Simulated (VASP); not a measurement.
# Ge (I4_1/amd) in VASP: a series of runs

Aim: see how the results for Ge move with the level of theory and the settings. Levels: LDA, PBEsol, BLYP. Tasks: single point.

Program: VASP 6.6.1. These are calculated values, not measurements. Logs are shortened: lines on timing, memory, paths and dates and some standing lists are left out, and cuts for length are marked.

### Step 1. The cell of the first run

It takes space group I4_1/amd (No. 141, tetragonal). The conventional cell has a = 5.149 Å, b = 5.149 Å, c = 2.795 Å, α = 90.00°, β = 90.00°, γ = 90.00°. Within 3.5 Å of Ge (site symmetry -4m2) lie 10 Ge at 2.67 to 3.32 Å.

### Step 2. Single point, LDA

The input, INCAR:

```
ALGO = Normal
EDIFF = 1E-7
ENCUT = 520
ISIF = 2
ISMEAR = 0
LASPH = T
LCHARG = F
LREAL = F
LWAVE = F
NBANDS = 21
NELM = 100
PREC = Accurate
SIGMA = 0.1
```

The input, KPOINTS:

```
k-points
0
Gamma
  13 13 13
```

The input, POSCAR:

```
Ge
1.0
   -2.5744897200      2.5744897200      1.3974126400
    2.5744897200     -2.5744897200      1.3974126400
    2.5744897200      2.5744897200     -1.3974126400
Ge
2
Direct
    0.2500000000      0.7500000000      0.5000000000
    0.5000000000      0.5000000000      0.0000000000
```

Potentials or basis: VASP PAW LDA potentials, release 64 (Ge_d).

The run is started by

```console
$ cat potpaw_LDA.64/Ge_d/POTCAR > POTCAR
$ mpirun -np 1 vasp_std > vasp.out
```

OUTCAR:

```text
EDIFF = 1E-7
   ENCUT = 520
   ISIF = 2
   ISMEAR = 0
   LASPH = T
   LREAL = F
   NELM = 100
   PREC = Accurate

 ion  position               nearest neighbor table
   1  0.250  0.750  0.500-   2 2.67   2 2.67   2 2.67   2 2.67
   2  0.500  0.500  0.000-   1 2.67   1 2.67   1 2.67   1 2.67

  LATTYP: Found a body centered tetragonal cell.
 ALAT       =     5.1489794400
 C/A-ratio  =     0.5427920839

  Lattice vectors:

 A1 = (  -2.5744897200,   2.5744897200,   1.3974126400)
 A2 = (   2.5744897200,  -2.5744897200,   1.3974126400)
 A3 = (   2.5744897200,   2.5744897200,  -1.3974126400)

Analysis of symmetry for initial positions (statically):
=====================================================================
 Subroutine PRICEL returns:
 Original cell was already a primitive cell.

 Routine SETGRP: Setting up the symmetry group for a
 body centered tetragonal supercell.

 Subroutine GETGRP returns: Found 16 space group operations
 (whereof  8 operations were pure point group operations)
 out of a pool of 16 trial point group operations.

The static configuration has the point symmetry D_2d.
 The point group associated with its full space group is D_4h.

Analysis of symmetry for dynamics (positions and initial velocities):
=====================================================================
 Subroutine PRICEL returns:
 Original cell was already a primitive cell.

 Routine SETGRP: Setting up the symmetry group for a
 body centered tetragonal supercell.

 Subroutine GETGRP returns: Found 16 space group operations
 (whereof  8 operations were pure point group operations)
 out of a pool of 16 trial point group operations.

The dynamic configuration has the point symmetry D_2d.
 The point group associated with its full space group is D_4h.

 Subroutine INISYM returns: Found 16 space group operations
 (whereof  8 operations are pure point group operations),
 and found     1 'primitive' translations

----------------------------------------------------------------------------------------

                                     Primitive cell

  volume of cell :      37.0482

  direct lattice vectors                    reciprocal lattice vectors
    -2.574489720  2.574489720  1.397412640     0.000000000  0.194213244  0.357804120
     2.574489720 -2.574489720  1.397412640     0.194213244  0.000000000  0.357804120
     2.574489720  2.574489720 -1.397412640     0.194213244  0.194213244  0.000000000
[... 76 lines left out ...]
   ISTART =      0    job   : 0-new  1-cont  2-samecut
   ICHARG =      2    charge: 1-file 2-atom 10-const
   ISPIN  =      1    spin polarized calculation?
   LNONCOLLINEAR =      F non collinear calculations
   LSORBIT =      F    spin-orbit coupling
   LASPH  =      T    aspherical Exc in radial PAW
   ENCUT  =  520.0 eV  38.22 Ry    6.18 a.u.   7.25  7.25  7.25*2*pi/ulx,y,z
   NELM   =    100;   NELMIN=  2; NELMDL= -5     # of ELM steps
   EDIFF  = 0.1E-06   stopping-criterion for ELM
   LREAL  =      F    real-space projection
   EDIFFG = 0.1E-05   stopping-criterion for IOM
   NSW    =      0    number of steps for IOM
   IBRION =     -1    ionic relax: 0-MD 1-quasi-New 2-CG
   NFREE  =      0    steps in history (QN), initial steepest desc. (CG)
   ISIF   =      2    stress and relaxation
   ISYM   =      2    0-nonsym 1-usesym 2-fastsym
   POTIM  = 0.5000    time-step for ionic-motion
   TEBEG  =    0.0;   TEEND  =   0.0 temperature during run
   PSTRESS=    0.0 pullay stress
   NELECT =      28.0000    total number of electrons
   NUPDOWN=      -1.0000    fix difference up-down
   EMIN   =  10.00;   EMAX   =-10.00  energy-range for DOS
   EFERMI =   0.00;   METHOD = LEGACY
   ISMEAR =     0;   SIGMA  =   0.10  broadening in eV -4-tet -1-fermi 0-gaus
   EFERMI_NEDOS =   21; number of points for ismear=-14 and -15
   IALGO  =     38    algorithm
   IMIX   =      4    mixing-type and parameters
     AMIX     =   0.40;   BMIX     =  1.00
     AMIX_MAG =   1.60;   BMIX_MAG =  1.00
  volume/ion in A,a.u.               =      18.52       125.01
  Fermi-wavevector in a.u.,A,eV,Ry     =   1.491209  2.817976 30.255333  2.223704
  Thomas-Fermi vector in A             =   2.603893
   LORBIT       =      0    0 simple, 1 ext, 2 COOP (PROOUT), +10 PAW based schemes
   GGA     = CA    functional components
   LHFCALC =     F    Hartree Fock is set to
   AEXX    =    0.0000 exact exchange contribution
   IVDW    =     0    specifies the selected vdW correction
   LEPSILON=     F    determine dielectric tensor
   LRPA    =     F    only Hartree local field effects (RPA)
 non-spin polarized calculation
 Gauss-broadening in eV      SIGMA  =   0.10
  energy-cutoff  :      520.00
  volume of cell :       37.05
 maximum number of plane-waves:      1013
 NGX is ok and might be reduce to    30
   NGX = 15   NGY = 15   NGZ = 15

 number of electron      28.0000028 magnetization

 Free energy of the ion-electron system (eV)
  ---------------------------------------------------
  ext. energy  EPLUGINS =         0.00000000
  ---------------------------------------------------
  free energy    TOTEN  =       -10.02476700 eV

  energy without entropy =      -10.02140213  energy(sigma->0) =      -10.02308457

 E-fermi :   6.4699     XC(G=0): -11.6058

 val. band max:        6.4383127741   @ k =  -0.0769   0.1538   0.0769
 cond. band min:       6.4773941341   @ k =   0.4615   0.3077  -0.0000
 fundamental gap:      0.0390813600
 Fermi energy:         6.4699246951

 k-point     1 :       0.0000    0.0000    0.0000
  band No.  band energies     occupation
      1     -18.3137      2.00000
      2     -18.2700      2.00000
      3     -18.2376      2.00000
      4     -18.2374      2.00000
      5     -18.1317      2.00000
      6     -18.1317      2.00000
[... 565 lines left out ...]
     20      17.3583      0.00000
     21      18.1688      0.00000

 [... further k-points ...]
[... 5 lines left out ...]
  --------------------------------------------------------------------------------------
  -------------------------------------------------------------------------------------
  Total       -0.7226435     -0.7226435     -0.3726830      0.0000000     -0.0000000      0.0000000
  in kB      -31.2512706    -31.2512706    -16.1169621      0.0000000     -0.0000000      0.0000000
  external PRESSURE =     -26.2065011 kB  Pullay stress =       0.0000000 kB

 VOLUME and BASIS-vectors are now :
 -----------------------------------------------------------------------------
  energy-cutoff  :      520.00
  volume of cell :       37.05
      direct lattice vectors                 reciprocal lattice vectors
    -2.574489720  2.574489720  1.397412640     0.000000000  0.194213244  0.357804120
     2.574489720 -2.574489720  1.397412640     0.194213244  0.000000000  0.357804120
     2.574489720  2.574489720 -1.397412640     0.194213244  0.194213244  0.000000000

 POSITION                                       TOTAL-FORCE (eV/Angst)
 -----------------------------------------------------------------------------------
      2.57449      0.00000      0.69871         0.000000     -0.000000     -0.000000
      0.00000      0.00000      1.39741        -0.000000      0.000000      0.000000
 -----------------------------------------------------------------------------------
    total drift:                                0.000000     -0.000000      0.000000

  FREE ENERGIE OF THE ION-ELECTRON SYSTEM (eV)
  ---------------------------------------------------
  free  energy   TOTEN  =       -10.0247669995 eV

  energy  without entropy=      -10.0214021332  energy(sigma->0) =      -10.02308457
```

OSZICAR:

```text
N       E                     dE             d eps       ncg     rms          rms(c)
DAV:   1     0.177473129856E+03    0.17747E+03   -0.14174E+04  9296   0.376E+03
DAV:   2     0.141318196386E+02   -0.16334E+03   -0.15823E+03  8272   0.593E+02
DAV:   3    -0.939603403003E+01   -0.23528E+02   -0.23339E+02  9435   0.133E+02
DAV:   4    -0.100558746017E+02   -0.65984E+00   -0.65946E+00  9160   0.259E+01
DAV:   5    -0.100655693737E+02   -0.96948E-02   -0.96945E-02  9376   0.344E+00    0.219E+00
DAV:   6    -0.100375092174E+02    0.28060E-01   -0.21984E-02 11131   0.240E+00    0.121E+00
DAV:   7    -0.100251446376E+02    0.12365E-01   -0.13695E-02 11223   0.159E+00    0.112E-01
DAV:   8    -0.100247673832E+02    0.37725E-03   -0.18867E-03 10162   0.772E-01    0.429E-02
DAV:   9    -0.100247672831E+02    0.10010E-06   -0.42471E-05  9809   0.806E-02    0.104E-02
DAV:  10    -0.100247670080E+02    0.27509E-06   -0.35215E-06 11275   0.278E-02    0.203E-03
DAV:  11    -0.100247669995E+02    0.84774E-08   -0.10673E-07  6495   0.478E-03
   1 F= -.10024767E+02 E0= -.10023085E+02  d E =-.336487E-02
```

stdout:

```text
POSCAR found type information on POSCAR Ge
 POSCAR found :  1 types and       2 ions
 scaLAPACK will be used
 LDA part: xc-table for (Slater(with rela. corr.)+CA(PZ))
 , standard interpolation
 POSCAR, INCAR and KPOINTS ok, starting setup
 FFT: planning ... GRIDC
 FFT: planning ... GRID_SOFT
 FFT: planning ... GRID
 WAVECAR not read
 entering main loop
```

It took 57 s on 1 thread of Intel Xeon Platinum 8481C at 2.70GHz (Sapphire Rapids), shared host; peak memory 0.23 GiB.

Results:

```
Free energy            : -10.0248 eV
Pressure               : -2.6 GPa
Band gap on the k mesh : zero (band 14 reaches 8.39 eV, above the bottom of band 15 at 3.35 eV)
```

Stress tensor (GPa, compression positive):
```
-3.13  0.00  0.00
 0.00 -3.13  0.00
 0.00  0.00 -1.61
```

### Step 3. Single point, PBEsol

The input, INCAR:

```
PREC = Accurate ; ENCUT = 520
EDIFF = 1E-6 ; ISMEAR = 0
SIGMA = 0.1 ; LREAL = F
LASPH = T ; NELM = 80
ALGO = Normal ; ISIF = 2
LWAVE = F ; LCHARG = F
GGA = PS ; NBANDS = 21
```

The input, KPOINTS:

```
regular mesh
0
Gamma
  13 13 13
```

POSCAR is that of step 2.

Potentials or basis: VASP PAW PBE potentials, release 64 (Ge_d).

The run is started by

```console
$ cat potpaw_PBE.64/Ge_d/POTCAR > POTCAR
$ mpirun -np 1 vasp_std > vasp.out
```

It took 53 s on 1 thread of Intel Xeon Platinum 8481C at 2.70GHz (Sapphire Rapids), shared host; peak memory 0.25 GiB.

The run converged. Its results:

```yaml
Free_energy: -9.5421 eV
Pressure: -0.8 GPa
Band_gap_on_the_k_mesh: zero (band 14 reaches 8.54 eV, above the bottom of band 15 at 3.45 eV)
```

Stress tensor (GPa, compression positive):
```
-1.34  0.00  0.00
 0.00 -1.34  0.00
 0.00  0.00  0.15
```

Levels at points of the mesh, in eV from the Fermi level:
```
           k point  band 12  band 13  band 14  band 15  band 16  band 17
(0.00, 0.00, 0.00)    -4.02    -2.30    -2.30     3.29     7.63     7.64
```

Caveat: the PAW data sets were made with another functional, which shifts forces and pressure a little.

### Step 4. Single point, BLYP

The input, INCAR:

```
PREC = Accurate
ENCUT = 520
EDIFF = 1E-6
ISMEAR = 0
SIGMA = 0.1
LREAL = False
LASPH = True
NELM = 60
ALGO = Normal
ISIF = 2
LWAVE = False
LCHARG = False
GGA = B5
ALDAX = 1.0
AGGAX = 1.0
AGGAC = 1.0
ALDAC = 0.0
NBANDS = 21
```

The input, KPOINTS:

```
Automatic mesh
0
Gamma
  13 13 13
```

POSCAR is that of step 3.

The run is started by

```console
$ cat potpaw_PBE.64/Ge_d/POTCAR > POTCAR
$ mpirun -np 1 vasp_std > vasp.out
```

It took 63 s on 1 thread of Intel Xeon Platinum 8481C at 2.70GHz (Sapphire Rapids), shared host; peak memory 0.25 GiB.

It converged, with:

```yaml
Free_energy: -6.7766 eV
Pressure: 9.5 GPa
Band_gap_on_the_k_mesh: zero (band 14 reaches 9.14 eV, above the bottom of band 15 at 4.17 eV)
```

Stress tensor (GPa, compression positive):
```
 8.97  0.00  0.00
 0.00  8.97  0.00
 0.00  0.00 10.53
```

Levels at points of the mesh, in eV from the Fermi level:
```tsv
k point	band 12	band 13	band 14	band 15	band 16	band 17
(0.00, 0.00, 0.00)	-4.22	-2.28	-2.28	3.78	7.50	7.50
```

Caveat: the PAW data sets were made with another functional, which shifts forces and pressure a little.

### Step 5. Overview

| level | potentials or basis | gap on the mesh (eV) | pressure (GPa) |
| --- | --- | --- | --- |
| LDA | VASP PAW LDA potentials, release 64 (Ge_d) | none | -2.6 |
| PBEsol | VASP PAW PBE potentials, release 64 (Ge_d) | none | -0.8 |
| BLYP | VASP PAW PBE potentials, release 64 (Ge_d) | none | 9.5 |

Alike in all rows: task single point; no spin polarisation; cell as given; k mesh 13 × 13 × 13; cutoff (eV) 520; smearing gaussian 0.1 eV.

Caveats: the PAW data sets were made with another functional, which shifts forces and pressure a little (some runs).

Absolute energies hang on the potentials; compare differences alone.
